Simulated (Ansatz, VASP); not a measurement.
## ZnS in VASP and in Ansatz

INCAR

```
SYSTEM = ZnS
PREC = Accurate
ENCUT = 520
EDIFF = 1E-6
ISMEAR = 0
SIGMA = 0.05
LREAL = .False.
LASPH = .True.
NELM = 60
ALGO = Normal
ISIF = 2
LWAVE = .False.
LCHARG = .False.
GGA = PE
NBANDS = 26
```

The input KPOINTS:

```
regular mesh
0
Gamma
  9 9 4
  0 0 0
```

The input POSCAR:

```
ZnS
1.0
    4.1424790287      0.0000000000      0.0000000000
   -2.0712395143      3.5874920735      0.0000000000
    0.0000000000      0.0000000000      5.4324469982
Zn S
2 2
Direct
    0.3333333333      0.6666666667      0.0052003725
    0.6666666667      0.3333333333      0.5052003725
    0.3333333333      0.6666666667      0.4194587200
    0.6666666667      0.3333333333      0.9194587200
```

Input for Ansatz:

```yaml
crystal:
  lattice:
    - [4.1424790287, 0.0, 0.0]
    - [-2.0712395143, 3.5874920735, 0.0]
    - [0.0, 0.0, 5.4324469982]
  atoms:
    - { symbol: Zn, position: [0.3333333333, 0.6666666667, 0.0052003725] }
    - { symbol: Zn, position: [0.6666666667, 0.3333333333, 0.5052003725] }
    - { symbol: S, position: [0.3333333333, 0.6666666667, 0.41945872] }
    - { symbol: S, position: [0.6666666667, 0.3333333333, 0.91945872] }
basis:
  ecutwfc: 520.0
kpoints:
  mp_grid: { grid: [9, 9, 4] }
hamiltonian:
  xc: pbe
scf:
  occupations: { method: gaussian, width: 0.05 }
output:
  forces: true
  stress: true
  eigenvalues: true
```

Alike in both runs: task single point; functional PBE; k mesh 9 × 9 × 4; occupations gaussian, width 0.05 eV; no spin polarisation.

|  | VASP | Ansatz |
| --- | --- | --- |
| version | VASP 6.6.1 | Ansatz 0.2.0 |
| potentials or method | VASP PAW PBE potentials, release 64 (Zn, S), cutoff 520 eV | scalar-relativistic, plane waves, PAW |
| valence electrons in the cell | 36 | 36 |

```tsv
	VASP	Ansatz	Ansatz less VASP
gap on the k mesh at the Fermi level (eV)	1.16	1.17	+0.014
least direct gap on the mesh (eV)	1.16	1.17	+0.014
pressure (GPa)	1.1	1.0	-0.16
traceless stress, the component that is largest in VASP (GPa)	12.12	12.07	-0.055
rms of the force components (eV/Å)	0.260	0.254	-0.0064
```

Atom by atom the forces differ by 0.006 eV/Å (rms over components).
